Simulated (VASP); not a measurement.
**Hf3Ta2F: single point with PBE**

Hf3Ta2F:

```
Hf Ta F
1.0
     2.99574    0.00000    0.00000
     0.00000    2.99574    0.00000
     0.00000    0.00000   12.62065
Hf Ta F
3 2 1
Direct
  0.50000 0.50000 0.15000
  0.50000 0.50000 0.50000
  0.50000 0.50000 0.85000
  0.00000 0.00000 0.31713
  0.00000 0.00000 0.68287
  0.00000 0.00000 0.00000
```

The cell was generated, and may not be a known phase.

```yaml
Program: VASP 6.6.1
Task: single point
Functional: PBE
Potentials_or_basis: VASP PAW PBE potentials, release 64 (Hf_pv, Ta_pv, F)
Cutoff: 520 eV
k_mesh: 12 × 12 × 4
Occupations: gaussian, width 0.1 eV
Spin: no spin polarisation
Dipole_correction: no
Further_INCAR_settings: ALGO = Normal; EDIFF = 1e-06; NBANDS = 38
```

```json
{
 "Pressure": "-0.5 GPa",
 "Largest force": "0.022 eV/Å",
 "Band gap on the k mesh": "zero (an odd number of electrons rules out a gap without spin polarisation)"
}
```

Forces in eV/Å, atoms in the order of the input:
```
Hf   0.000  0.000  0.022
Hf   0.000  0.000  0.000
Hf   0.000  0.000 -0.022
Ta   0.000  0.000 -0.021
Ta   0.000  0.000  0.021
F    0.000  0.000  0.000
```

Stress tensor (GPa, compression positive):
```
-0.45  0.00  0.00
 0.00 -0.45  0.00
 0.00  0.00 -0.61
```

Levels at points of the mesh, in eV from the Fermi level:
| k point | band 25 | band 26 | band 27 | band 28 | band 29 | band 30 | band 31 | band 32 | band 33 | band 34 |
| --- | --- | --- | --- | --- | --- | --- | --- | --- | --- | --- |
| (0.00, 0.00, 0.00) | -2.76 | -2.52 | -1.26 | -0.56 | -0.37 | 0.13 | 0.68 | 1.27 | 1.27 | 1.69 |
| (0.50, 0.00, 0.00) | -0.62 | -0.59 | -0.37 | -0.35 | -0.25 | -0.01 | 0.06 | 0.43 | 0.96 | 1.21 |
| (0.50, 0.50, 0.00) | -2.26 | -2.20 | -1.87 | -1.87 | -0.33 | -0.33 | 1.15 | 1.52 | 1.52 | 3.03 |
| (0.00, 0.00, 0.50) | -2.74 | -2.55 | -1.19 | -0.65 | -0.56 | 0.16 | 1.00 | 1.28 | 1.28 | 1.31 |
| (0.50, 0.00, 0.50) | -0.80 | -0.59 | -0.30 | -0.28 | -0.19 | -0.18 | 0.36 | 0.49 | 0.94 | 1.11 |
| (0.50, 0.50, 0.50) | -2.52 | -1.98 | -1.98 | -1.69 | -0.18 | -0.18 | 1.34 | 1.34 | 1.50 | 2.83 |

Run time: 4.5 min on 1 thread of Intel(R) Xeon(R) Platinum 8488C (Sapphire Rapids), with other jobs on the host, peak memory 0.45 GiB.

Caveat: spin-orbit coupling is left out, which moves the levels of the heavy elements; an odd number of electrons without spin polarisation forces a metal; a magnetic or distorted state may lie lower.
